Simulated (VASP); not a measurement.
A run of VASP 6.6.1 is set up as follows.

The input INCAR:

```
SYSTEM = Al
  ALGO = Normal
  DIPOL = 0.5 0.5 0.500
  EDIFF = 1E-6
  EDIFFG = -0.01
  ENCUT = 520
  GGA = PE
  IBRION = 2
  IDIPOL = 3
  ISIF = 2
  ISMEAR = -1
  LASPH = .TRUE.
  LCHARG = .FALSE.
  LDIPOL = .TRUE.
  LREAL = .FALSE.
  LWAVE = .FALSE.
  NELM = 60
  NSW = 32
  PREC = Accurate
  SIGMA = 0.08
```

Contents of KPOINTS:

```
k-points
0
G
  13 9 1
  0 0 0
```

Contents of POSCAR:

```
Al
1.0
    2.8574853682      0.0000000000      0.0000000000
    0.0000000000      4.0410945620      0.0000000000
    0.0000000000      0.0000000000     20.2862000000
Al
4
Direct
    0.2500000000      0.2500000000      0.3959936579
    0.7500000000      0.7500000000      0.4622825559
    0.2500000000      0.2500000000      0.5377174427
    0.7500000000      0.7500000000      0.6040063431
```

Potentials or basis: VASP PAW PBE potentials, release 64 (Al).

Run with:

```bash
$ cat potpaw_PBE.64/Al/POTCAR > POTCAR
$ mpirun -np 1 vasp_std > vasp.out
```

Problem. Predict the band gap on the k mesh.

Solution. Zero (bands 6 and 7 overlap by 1.25 eV).

Forces in eV/Å, atoms in the order of the input:
```
Al   0.000  0.000  0.003
Al   0.000  0.000 -0.001
Al   0.000  0.000  0.001
Al   0.000  0.000 -0.003
```

Caveat: the relaxation stopped at its first step, so nothing moved.
